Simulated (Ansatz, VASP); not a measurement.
In3SbTe2 in VASP and in Ansatz

```
Te Sb In
1.0
     4.42810    0.00000    0.00000
    -2.21405    3.83484    0.00000
     0.00000    0.00000   10.75645
Te Sb In
2 1 3
Direct
  0.66667 0.33333 0.32831
  0.33333 0.66667 0.67169
  0.00000 0.00000 0.00000
  0.66667 0.33333 0.84307
  0.33333 0.66667 0.15693
  0.00000 0.00000 0.50000
```

Alike in both runs: task single point; functional PBE; k mesh 7 × 7 × 3; occupations fermi-dirac, width 0.05 eV; no spin polarisation.

```csv
,VASP,Ansatz
version,VASP 6.6.1,Ansatz 0.2.0
potentials or method,"VASP PAW PBE potentials, release 64 (Te, Sb, In_d)",Ansatz PAW
plane-wave cutoff (eV),520,420
valence electrons in the cell,56,86
```

```csv
,VASP,Ansatz,Ansatz less VASP
gap on the k mesh at the Fermi level (eV),none,none,-
pressure (GPa),-0.3,-0.3,+0.02
"traceless stress, the component that is largest in VASP (GPa)",0.46,0.45,-0.002
rms of the force components (eV/Å),0.055,0.055,0.0000
```

Atom by atom the forces differ by 0.000 eV/Å (rms over components). A gap of «none» marks a metal or a gap that the smearing closes. With one functional, cell and mesh, what is left measures potentials, basis and numerics. VASP's potentials hold 56 valence electrons a cell and Ansatz's 86, so a difference there can come from the potentials and not from the codes.

Spin-orbit coupling is off throughout.
